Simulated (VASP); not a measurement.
## LiSi16 (a cell with a defect): single point with LDA

LiSi16 (a cell with a defect):

```
Si Li
1.0
     0.00000    5.43000    5.43000
     5.43000    0.00000    5.43000
     5.43000    5.43000    0.00000
Si Li
16 1
Direct
  0.00090 0.99698 0.00125
  0.12304 0.12676 0.12374
  0.99122 0.00305 0.50300
  0.12317 0.12688 0.62684
  0.00084 0.50119 0.00114
  0.12495 0.62507 0.12505
  0.00089 0.50129 0.49696
  0.12302 0.62384 0.62670
  0.50230 0.00269 0.99274
  0.62648 0.12677 0.12375
  0.50279 0.00308 0.50303
  0.62426 0.12592 0.62567
  0.49684 0.50120 0.00115
  0.62634 0.62373 0.12361
  0.50223 0.49300 0.50257
  0.62646 0.62385 0.62671
  0.37388 0.87640 0.37603
```

```json
{
 "Program": "VASP 6.6.1",
 "Task": "single point",
 "Functional": "LDA",
 "Potentials or basis": "VASP PAW LDA potentials, release 64 (Si, Li_sv)",
 "Cutoff": "520 eV",
 "k mesh": "2 × 2 × 2",
 "Occupations": "gaussian, width 0.02 eV",
 "Spin": "collinear spin",
 "Starting moments": "[0.0, 0.0, 0.0, 0.0, 0.0, 0.0, 0.0, 0.0, 0.0, 0.0, 0.0, 0.0, 0.0, 0.0, 0.0, 0.0, 1.0] μB"
}
```

The largest force is 0.015 eV/Å and the net moment is 0.09 μB per cell. The valence electrons inside the program's atomic spheres are Si 1.71, 1.70, 1.72 (each value once); Li 2.14.

Forces on the atoms (eV/Å):
```
Si   0.003 -0.002  0.002
Si   0.002  0.003 -0.002
Si   0.006  0.009  0.011
Si  -0.011  0.000  0.000
Si   0.000 -0.001 -0.001
Si   0.003  0.000  0.000
Si   0.002  0.002 -0.002
Si   0.002 -0.003  0.001
Si   0.007 -0.008  0.009
Si   0.002  0.003 -0.003
Si   0.004 -0.012 -0.009
Si  -0.007  0.000  0.000
Si   0.000  0.001  0.001
Si  -0.004  0.000  0.000
Si   0.004  0.010 -0.009
Si   0.002 -0.002  0.003
Li  -0.014  0.000 -0.001
```

Levels at points of the mesh, in eV from the Fermi level:
Spin up:
```tsv
k point	band 29	band 30	band 31	band 32	band 33	band 34	band 35	band 36	band 37	band 38
(0.00, 0.00, 0.00)	-1.69	-1.68	-0.57	-0.56	-0.56	-0.06	-0.06	-0.06	-0.01	-0.01
(0.50, 0.00, 0.00)	-2.68	-1.38	-1.38	-1.30	-1.30	0.52	0.71	0.71	0.89	0.89
(0.00, 0.50, 0.00)	-2.68	-1.38	-1.37	-1.30	-1.30	0.52	0.71	0.71	0.89	0.89
(0.00, 0.00, 0.50)	-2.68	-1.38	-1.37	-1.30	-1.30	0.52	0.71	0.71	0.89	0.89
(0.50, 0.50, 0.50)	-2.68	-1.38	-1.38	-1.30	-1.30	0.52	0.71	0.71	0.89	0.89
(0.50, 0.50, 0.00)	-2.48	-1.94	-1.94	-1.87	-1.84	0.39	0.46	1.51	1.64	1.64
(0.00, 0.50, 0.50)	-2.48	-1.94	-1.94	-1.87	-1.84	0.39	0.46	1.51	1.64	1.64
(0.50, 0.00, 0.50)	-2.48	-1.94	-1.94	-1.87	-1.84	0.39	0.46	1.51	1.64	1.64
```
Spin down:
| k point | band 31 | band 32 | band 33 | band 34 | band 35 | band 36 |
| --- | --- | --- | --- | --- | --- | --- |
| (0.00, 0.00, 0.00) | -0.56 | -0.56 | -0.56 | -0.05 | -0.05 | -0.05 |
| (0.50, 0.00, 0.00) | -1.37 | -1.29 | -1.29 | 0.52 | 0.72 | 0.72 |
| (0.00, 0.50, 0.00) | -1.37 | -1.30 | -1.30 | 0.53 | 0.72 | 0.72 |
| (0.00, 0.00, 0.50) | -1.37 | -1.30 | -1.29 | 0.52 | 0.72 | 0.72 |
| (0.50, 0.50, 0.50) | -1.37 | -1.29 | -1.29 | 0.52 | 0.72 | 0.72 |
| (0.50, 0.50, 0.00) | -1.94 | -1.86 | -1.83 | 0.40 | 0.47 | 1.52 |
| (0.00, 0.50, 0.50) | -1.94 | -1.86 | -1.83 | 0.40 | 0.47 | 1.52 |
| (0.50, 0.00, 0.50) | -1.94 | -1.86 | -1.83 | 0.40 | 0.47 | 1.52 |

Wall time 3.4 min on 1 thread of Intel(R) Xeon(R) 6975P-C (Granite Rapids), with other jobs on the host, peak memory 0.48 GiB.

Caveat: the k points lie up to 0.50 Å⁻¹ apart.
